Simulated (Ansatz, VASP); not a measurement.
One calculation of TiN, two programs

```xyz
2
Lattice="0.0000 2.1361 2.1361 2.1361 0.0000 2.1361 2.1361 2.1361 0.0000" Properties=species:S:1:pos:R:3 pbc="T T T"
Ti    0.0000    0.0000    0.0000
N     2.1361    2.1361    2.1361
```

Change from the starting cell: volume scaled by 1.02, crystal datasets.

Alike in both runs: task electric field gradients; functional PBEsol; k mesh 17 × 17 × 17; occupations fermi-dirac, width 0.05 eV; no spin polarisation.

|  | VASP | Ansatz |
| --- | --- | --- |
| version | VASP 6.6.1 | Ansatz 0.2.0 |
| potentials or method | VASP PAW PBE potentials, release 64 (Ti_sv, N), cutoff 520 eV | all-electron PAW with datasets made for the crystal, scalar-relativistic |

```tsv
	VASP	Ansatz	Ansatz less VASP
pressure (GPa)	-12.6	-13.1	-0.48
```

VASP's potentials were made for PBE, not for PBEsol. Ansatz ran all-electron here, and VASP with PAW potentials.
